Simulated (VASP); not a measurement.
# Mg4FeO3 (P4/mmm) in VASP: notebook

The runs below take Mg4FeO3 through single point, with PBE.

All numbers are computed with VASP 6.6.1; they aren't measurements. Logs are shortened: lines on timing, memory, paths and dates and some standing lists are left out, and cuts for length are marked.

### 1 The cell of the first run

It takes space group P4/mmm (No. 123, tetragonal). Conventional cell: a = 2.676 Å, b = 2.676 Å, c = 12.164 Å, α = 90.00°, β = 90.00°, γ = 90.00°. Within 3.0 Å of Mg (site symmetry 4mm) lie 4 O at 2.30 Å and 5 Mg at 2.65 to 2.68 Å and 4 Fe at 2.83 Å. Within 3.1 Å of Mg (site symmetry 4mm) lie 8 O at 2.31 to 2.32 Å and 6 Mg at 2.65 to 2.68 Å. Within 3.5 Å of Fe (site symmetry 4/mmm) lie 4 Fe at 2.68 Å and 8 Mg at 2.83 Å and 2 O at 3.41 Å. Within 3.0 Å of O (site symmetry 4mm) lie 8 Mg at 2.30 to 2.32 Å and 5 O at 2.67 to 2.68 Å. Within 3.1 Å of O (site symmetry 4/mmm) lie 8 Mg at 2.31 Å and 6 O at 2.67 to 2.68 Å.

The cell was built from a structure type or drawn by symmetry, and may not be a known phase.

### 2 Single point, PBE, collinear spin, ferromagnetic start

Contents of INCAR:

```
PREC = Accurate ; ENCUT = 600
EDIFF = 1E-6 ; ISMEAR = 0
SIGMA = 0.2 ; LREAL = F
LASPH = T ; NELM = 200
ALGO = Normal ; ISIF = 2
LWAVE = F ; LCHARG = F
ISPIN = 2 ; MAGMOM = 0 0 0 0 4 0 0 0
LORBIT = 11 ; LMAXMIX = 4
GGA = PE ; NBANDS = 31
GGA_COMPAT = F
```

Contents of KPOINTS:

```
Automatic mesh
0
Gamma
  6 6 2
```

Contents of POSCAR:

```
Mg4FeO3
1.0
    2.6762027131      0.0000000000      0.0000000000
    0.0000000000      2.6762027131      0.0000000000
    0.0000000000      0.0000000000     12.1641644169
Mg Fe O
4 1 3
Direct
    0.0000000000      0.0000000000      0.8270693305
    0.0000000000      0.0000000000      0.1729306695
    0.0000000000      0.0000000000      0.3905404480
    0.0000000000      0.0000000000      0.6094595520
    0.5000000000      0.5000000000      0.0000000000
    0.5000000000      0.5000000000      0.2806436784
    0.5000000000      0.5000000000      0.5000000000
    0.5000000000      0.5000000000      0.7193563216
```

Potentials or basis: VASP PAW PBE potentials, release 64 (Mg, Fe, O).

Command:

```console
> cat potpaw_PBE.64/Mg/POTCAR potpaw_PBE.64/Fe/POTCAR potpaw_PBE.64/O/POTCAR > POTCAR
> mpirun -np 1 vasp_std > vasp.out
```

OUTCAR:

```text
PREC = Accurate
   ENCUT = 600
   EDIFF = 1E-6
   ISMEAR = 0
   LREAL = F
   LASPH = T
   NELM = 200
   ISIF = 2
   ISPIN = 2
   LORBIT = 11
   GGA = PE

 ion  position               nearest neighbor table
   1  0.000  0.000  0.827-   8 2.30   8 2.30   8 2.30   8 2.30   4 2.65   5 2.83   5 2.83   5 2.83
                             5 2.83
   2  0.000  0.000  0.173-   6 2.30   6 2.30   6 2.30   6 2.30   3 2.65   5 2.83   5 2.83   5 2.83
                             5 2.83
   3  0.000  0.000  0.391-   7 2.31   7 2.31   7 2.31   7 2.31   6 2.32   6 2.32   6 2.32   6 2.32
                             2 2.65   4 2.66
   4  0.000  0.000  0.609-   7 2.31   7 2.31   7 2.31   7 2.31   8 2.32   8 2.32   8 2.32   8 2.32
                             1 2.65   3 2.66
   5  0.500  0.500  0.000-   1 2.83   2 2.83   1 2.83   2 2.83   1 2.83   2 2.83   1 2.83   2 2.83

   6  0.500  0.500  0.281-   2 2.30   2 2.30   2 2.30   2 2.30   3 2.32   3 2.32   3 2.32   3 2.32

   7  0.500  0.500  0.500-   3 2.31   4 2.31   3 2.31   4 2.31   3 2.31   4 2.31   3 2.31   4 2.31

   8  0.500  0.500  0.719-   1 2.30   1 2.30   1 2.30   1 2.30   4 2.32   4 2.32   4 2.32   4 2.32

  LATTYP: Found a simple tetragonal cell.
 ALAT       =     2.6762027131
 C/A-ratio  =     4.5453075574

  Lattice vectors:

 A1 = (   2.6762027131,   0.0000000000,   0.0000000000)
 A2 = (   0.0000000000,   2.6762027131,   0.0000000000)
 A3 = (   0.0000000000,   0.0000000000,  12.1641644169)

Analysis of symmetry for initial positions (statically):
=====================================================================
 Subroutine PRICEL returns:
 Original cell was already a primitive cell.

 Routine SETGRP: Setting up the symmetry group for a
 simple tetragonal supercell.

 Subroutine GETGRP returns: Found 16 space group operations
 (whereof 16 operations were pure point group operations)
 out of a pool of 16 trial point group operations.

The static configuration has the point symmetry D_4h.

Analysis of symmetry for dynamics (positions and initial velocities):
=====================================================================
 Subroutine PRICEL returns:
 Original cell was already a primitive cell.

 Routine SETGRP: Setting up the symmetry group for a
 simple tetragonal supercell.

 Subroutine GETGRP returns: Found 16 space group operations
 (whereof 16 operations were pure point group operations)
 out of a pool of 16 trial point group operations.

The dynamic configuration has the point symmetry D_4h.

Analysis of structural, dynamic, and magnetic symmetry:
[... 163 lines left out ...]
  free energy    TOTEN  =       -40.20842987 eV

  energy without entropy =      -40.18268915  energy(sigma->0) =      -40.19555951

 E-fermi :   5.8205     XC(G=0): -10.9875

 val. band max:        5.7047636356   @ k =   0.3333   0.3333   0.5000
 cond. band min:       5.8214080471   @ k =   0.5000   0.5000   0.0000
 fundamental gap:      0.1166444115
 Fermi energy:         5.8204880543

 spin component 1

 k-point     1 :       0.0000    0.0000    0.0000
  band No.  band energies     occupation
      1     -14.3421      1.00000
      2     -13.9274      1.00000
      3     -13.5413      1.00000
      4      -2.1065      1.00000
      5      -1.6871      1.00000
      6       0.5140      1.00000
[... 629 lines left out ...]
     28      12.0116      0.00000
     29      13.3577      0.00000
 Fermi energy:         5.8204880543

 spin component 2

 k-point     1 :       0.0000    0.0000    0.0000
  band No.  band energies     occupation
      1     -14.3506      1.00000
      2     -13.9447      1.00000
      3     -13.5518      1.00000
      4      -2.1346      1.00000
      5      -1.6806      1.00000
      6       0.6463      1.00000
[... 629 lines left out ...]
     28      12.5541      0.00000
     29      14.1300      0.00000
 [bands above 29 left out]

------------------------ aborting loop because EDIFF is reached ----------------------------------------

  FORCE on cell =-STRESS in cart. coord.  units (eV):
  Direction    XX          YY          ZZ          XY          YZ          ZX
  --------------------------------------------------------------------------------------
  -------------------------------------------------------------------------------------
  Total       -0.4994239     -0.4994239     -0.4139280      0.0000000      0.0000000     -0.0000000
  in kB       -9.1845869     -9.1845869     -7.6122863      0.0000000      0.0000000     -0.0000000
  external PRESSURE =      -8.6604867 kB  Pullay stress =       0.0000000 kB

 VOLUME and BASIS-vectors are now :
 -----------------------------------------------------------------------------
  energy-cutoff  :      600.00
  volume of cell :       87.12
      direct lattice vectors                 reciprocal lattice vectors
     2.676202713  0.000000000  0.000000000     0.373663772  0.000000000  0.000000000
     0.000000000  2.676202713  0.000000000     0.000000000  0.373663772  0.000000000
     0.000000000  0.000000000 12.164164417     0.000000000  0.000000000  0.082208688

 POSITION                                       TOTAL-FORCE (eV/Angst)
 -----------------------------------------------------------------------------------
      0.00000      0.00000     10.06061         0.000000     -0.000000      0.012201
      0.00000      0.00000      2.10356         0.000000     -0.000000     -0.012201
      0.00000      0.00000      4.75060        -0.000000      0.000000     -0.008899
      0.00000      0.00000      7.41357         0.000000      0.000000      0.008899
      1.33810      1.33810      0.00000         0.000000      0.000000      0.000000
      1.33810      1.33810      3.41380         0.000000      0.000000      0.042642
      1.33810      1.33810      6.08208         0.000000      0.000000      0.000000
      1.33810      1.33810      8.75037         0.000000      0.000000     -0.042642
 -----------------------------------------------------------------------------------
    total drift:                                0.000000     -0.000000     -0.000000

  FREE ENERGIE OF THE ION-ELECTRON SYSTEM (eV)
  ---------------------------------------------------
  free  energy   TOTEN  =       -40.2084298680 eV

  energy  without entropy=      -40.1826891455  energy(sigma->0) =      -40.19555951

 total charge

# of ion       s       p       d       tot
------------------------------------------
    1        0.195   0.157   0.045   0.396
    2        0.195   0.157   0.045   0.396
    3        0.140   0.143   0.055   0.338
    4        0.140   0.143   0.055   0.338
    5        0.430   0.357   6.192   6.979
    6        1.556   3.461   0.000   5.017
    7        1.553   3.469   0.000   5.022
    8        1.556   3.461   0.000   5.017
--------------------------------------------------
tot          5.763  11.349   6.391  23.504

 magnetization (x)

# of ion       s       p       d       tot
------------------------------------------
    1       -0.011  -0.009  -0.002  -0.022
    2       -0.011  -0.009  -0.002  -0.022
    3       -0.000  -0.000  -0.000  -0.000
    4       -0.000  -0.000  -0.000  -0.000
    5        0.009   0.009   2.336   2.353
    6       -0.001  -0.010   0.000  -0.011
    7       -0.000  -0.001   0.000  -0.001
    8       -0.001  -0.010   0.000  -0.011
--------------------------------------------------
tot         -0.016  -0.031   2.332   2.285
```

Wall time 90 s (1 thread of Intel Xeon 6975P-C (Granite Rapids), shared host); peak memory 0.32 GiB.

What came out:

```
Free energy                                           : -40.2084 eV
Pressure                                              : -0.9 GPa
Largest force                                         : 0.043 eV/Å
Net moment                                            : 2.21 μB per cell
Site moments                                          : Mg -0.02, -0.00 (each value once); Fe +2.35; O -0.01, -0.00 (each value once) μB
Valence electrons inside the program's atomic spheres : Mg 0.40, 0.34 (each value once); Fe 6.98; O 5.02
```

Forces on the atoms (eV/Å):
```
Mg   0.000  0.000  0.012
Mg   0.000  0.000 -0.012
Mg   0.000  0.000 -0.009
Mg   0.000  0.000  0.009
Fe   0.000  0.000  0.000
O    0.000  0.000  0.043
O    0.000  0.000  0.000
O    0.000  0.000 -0.043
```

Caveat: the k points lie up to 0.39 Å⁻¹ apart; a cell with one magnetic atom can't hold antiferromagnetic order, which such compounds often take. With open d or f shells a metallic result of PBE can be an artefact of self-interaction; +U or a hybrid may open a gap.

### 3 Single point, PBE, collinear spin, ferromagnetic start

This run uses another cell than the first one, of 10.87 Å³/atom.

Contents of INCAR:

```
SYSTEM = Mg4FeO3
  ALGO = Normal
  EDIFF = 1E-6
  ENCUT = 600
  GGA = PE
  GGA_COMPAT = .FALSE.
  ISIF = 2
  ISMEAR = 0
  ISPIN = 2
  LASPH = .TRUE.
  LCHARG = .FALSE.
  LMAXMIX = 4
  LORBIT = 11
  LREAL = .FALSE.
  LWAVE = .FALSE.
  MAGMOM = 0 0 0 0 2.57 0 0 0
  NBANDS = 31
  NELM = 200
  PREC = Accurate
  SIGMA = 0.1
```

Contents of KPOINTS:

```
k-points
0
G
  12 12 4
  0 0 0
```

Contents of POSCAR:

```
Mg4FeO3
1.0
    2.6735105328      0.0000000000      0.0000000000
    0.0000000000      2.6735105328      0.0000000000
    0.0000000000      0.0000000000     12.1627052078
Mg Fe O
4 1 3
Direct
    0.0000000000      0.0000000000      0.8269795760
    0.0000000000      0.0000000000      0.1730204240
    0.0000000000      0.0000000000      0.3905798297
    0.0000000000      0.0000000000      0.6094201703
    0.5000000000      0.5000000000      0.0000000000
    0.5000000000      0.5000000000      0.2810324431
    0.5000000000      0.5000000000      0.5000000000
    0.5000000000      0.5000000000      0.7189675569
```

Potentials or basis: VASP PAW PBE potentials, release 64 (Mg, Fe, O).

Command:

```console
> cat potpaw_PBE.64/Mg/POTCAR potpaw_PBE.64/Fe/POTCAR potpaw_PBE.64/O/POTCAR > POTCAR
> mpirun -np 1 vasp_std > vasp.out
```

OUTCAR:

```text
SYSTEM = Mg4FeO3
   EDIFF = 1E-6
   ENCUT = 600
   GGA = PE
   ISIF = 2
   ISMEAR = 0
   ISPIN = 2
   LASPH = .TRUE.
   LORBIT = 11
   LREAL = .FALSE.
   NELM = 200
   PREC = Accurate

 ion  position               nearest neighbor table
   1  0.000  0.000  0.827-   8 2.30   8 2.30   8 2.30   8 2.30   4 2.65   5 2.83   5 2.83   5 2.83
                             5 2.83
   2  0.000  0.000  0.173-   6 2.30   6 2.30   6 2.30   6 2.30   3 2.65   5 2.83   5 2.83   5 2.83
                             5 2.83
   3  0.000  0.000  0.391-   7 2.31   7 2.31   7 2.31   7 2.31   6 2.31   6 2.31   6 2.31   6 2.31
                             2 2.65   4 2.66
   4  0.000  0.000  0.609-   7 2.31   7 2.31   7 2.31   7 2.31   8 2.31   8 2.31   8 2.31   8 2.31
                             1 2.65   3 2.66
   5  0.500  0.500  0.000-   1 2.83   2 2.83   1 2.83   2 2.83   1 2.83   2 2.83   1 2.83   2 2.83

   6  0.500  0.500  0.281-   2 2.30   2 2.30   2 2.30   2 2.30   3 2.31   3 2.31   3 2.31   3 2.31

   7  0.500  0.500  0.500-   3 2.31   4 2.31   3 2.31   4 2.31   3 2.31   4 2.31   3 2.31   4 2.31

   8  0.500  0.500  0.719-   1 2.30   1 2.30   1 2.30   1 2.30   4 2.31   4 2.31   4 2.31   4 2.31

  LATTYP: Found a simple tetragonal cell.
 ALAT       =     2.6735105328
 C/A-ratio  =     4.5493388033

  Lattice vectors:

 A1 = (   2.6735105328,   0.0000000000,   0.0000000000)
 A2 = (   0.0000000000,   2.6735105328,   0.0000000000)
 A3 = (   0.0000000000,   0.0000000000,  12.1627052078)

Analysis of symmetry for initial positions (statically):
=====================================================================
 Subroutine PRICEL returns:
 Original cell was already a primitive cell.

 Routine SETGRP: Setting up the symmetry group for a
 simple tetragonal supercell.

 Subroutine GETGRP returns: Found 16 space group operations
 (whereof 16 operations were pure point group operations)
 out of a pool of 16 trial point group operations.

[... 963 lines left out ...]
     28      12.9190      0.00000
     29      14.1518      0.00000

 [... further k-points ...]

 spin component 2

 k-point     1 :       0.0000    0.0000    0.0000
  band No.  band energies     occupation
      1     -14.3421      1.00000
      2     -13.9440      1.00000
      3     -13.5369      1.00000
      4      -2.1279      1.00000
      5      -1.6903      1.00000
      6       0.6417      1.00000
[... 757 lines left out ...]
     28      13.1600      0.00000
     29      14.2653      0.00000

 [... further k-points ...]

 [bands above 29 left out]

------------------------ aborting loop because EDIFF is reached ----------------------------------------

  FORCE on cell =-STRESS in cart. coord.  units (eV):
  Direction    XX          YY          ZZ          XY          YZ          ZX
  --------------------------------------------------------------------------------------
  -------------------------------------------------------------------------------------
  Total       -0.3339704     -0.3339704     -0.3260544      0.0000000     -0.0000000      0.0000000
  in kB       -6.1549500     -6.1549500     -6.0090627      0.0000000     -0.0000000      0.0000000
  external PRESSURE =      -6.1063209 kB  Pullay stress =       0.0000000 kB

 VOLUME and BASIS-vectors are now :
 -----------------------------------------------------------------------------
  energy-cutoff  :      600.00
  volume of cell :       86.93
      direct lattice vectors                 reciprocal lattice vectors
     2.673510533  0.000000000  0.000000000     0.374040045  0.000000000  0.000000000
     0.000000000  2.673510533  0.000000000     0.000000000  0.374040045  0.000000000
     0.000000000  0.000000000 12.162705208     0.000000000  0.000000000  0.082218551

 POSITION                                       TOTAL-FORCE (eV/Angst)
 -----------------------------------------------------------------------------------
      0.00000      0.00000     10.05831        -0.000000      0.000000     -0.000339
      0.00000      0.00000      2.10440        -0.000000      0.000000      0.000339
      0.00000      0.00000      4.75051        -0.000000      0.000000      0.007018
      0.00000      0.00000      7.41220        -0.000000      0.000000     -0.007018
      1.33676      1.33676      0.00000        -0.000000      0.000000      0.000000
      1.33676      1.33676      3.41811         0.000000     -0.000000      0.001473
      1.33676      1.33676      6.08135        -0.000000      0.000000      0.000000
      1.33676      1.33676      8.74459        -0.000000     -0.000000     -0.001473
 -----------------------------------------------------------------------------------
    total drift:                                0.000000     -0.000000     -0.000000

  FREE ENERGIE OF THE ION-ELECTRON SYSTEM (eV)
  ---------------------------------------------------
  free  energy   TOTEN  =       -40.1894832836 eV

  energy  without entropy=      -40.1826282536  energy(sigma->0) =      -40.18605577

 total charge

# of ion       s       p       d       tot
------------------------------------------
    1        0.194   0.158   0.045   0.397
    2        0.194   0.158   0.045   0.397
    3        0.140   0.144   0.056   0.340
    4        0.140   0.144   0.056   0.340
    5        0.429   0.356   6.198   6.983
    6        1.556   3.462   0.000   5.018
    7        1.553   3.470   0.000   5.023
    8        1.556   3.462   0.000   5.018
--------------------------------------------------
tot          5.763  11.354   6.399  23.515

 magnetization (x)

# of ion       s       p       d       tot
------------------------------------------
    1       -0.012  -0.010  -0.002  -0.025
    2       -0.012  -0.010  -0.002  -0.025
    3       -0.000  -0.000  -0.000  -0.000
    4       -0.000  -0.000  -0.000  -0.000
    5        0.006  -0.001   2.335   2.340
    6       -0.001  -0.011   0.000  -0.012
    7       -0.000  -0.001   0.000  -0.001
    8       -0.001  -0.011   0.000  -0.012
--------------------------------------------------
tot         -0.020  -0.044   2.331   2.266
```

Wall time 6.1 min (1 thread of Intel Xeon 6975P-C (Granite Rapids), shared host); peak memory 0.57 GiB.

Results:

```yaml
Free_energy: -40.1895 eV
Pressure: -0.6 GPa
Largest_force: 0.007 eV/Å
Net_moment: 2.16 μB per cell
Site_moments: Mg -0.03, -0.00 (each value once); Fe +2.34; O -0.01, -0.00 (each value once) μB
Valence_electrons_inside_the_program's_atomic_spheres: Mg 0.40, 0.34 (each value once); Fe 6.98; O 5.02
```

Forces in eV/Å, atoms in the order of the input:
```
Mg   0.000  0.000  0.000
Mg   0.000  0.000  0.000
Mg   0.000  0.000  0.007
Mg   0.000  0.000 -0.007
Fe   0.000  0.000  0.000
O    0.000  0.000  0.001
O    0.000  0.000  0.000
O    0.000  0.000 -0.001
```

Caveat: a cell with one magnetic atom can't hold antiferromagnetic order, which such compounds often take. With open d or f shells a metallic result of PBE can be an artefact of self-interaction; +U or a hybrid may open a gap.
